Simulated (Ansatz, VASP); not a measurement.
## Two plane-wave programs on AgCl

```
Ag Cl
1.0
     3.39559    0.00000    0.00000
     0.00000    3.39559    0.00000
     0.00000    0.00000    3.26384
Ag Cl
1 1
Direct
  0.00000 0.00000 0.00000
  0.50000 0.50000 0.50000
```

Change from the starting cell: uniaxial_z strain -3.9%.

Alike in both runs: task single point; functional PBE; k mesh 8 × 8 × 8; occupations fermi-dirac, width 0.02 eV; no spin polarisation.

|  | VASP | Ansatz |
| --- | --- | --- |
| version | VASP 6.6.1 | Ansatz 0.2.0 |
| potentials or method | VASP PAW PBE potentials, release 64 (Ag, Cl) | plane waves, PAW |
| plane-wave cutoff (eV) | 520 | 420 |
| valence electrons in the cell | 18 | 26 |

```csv
,VASP,Ansatz,Ansatz less VASP
pressure (GPa),3.9,4.1,+0.16
"traceless stress, the component that is largest in VASP (GPa)",1.52,1.52,-0.004
```

With one functional, cell and mesh, what is left measures potentials, basis and numerics. VASP's potentials hold 18 valence electrons a cell and Ansatz's 26, so a difference there can come from the potentials and not from the codes.
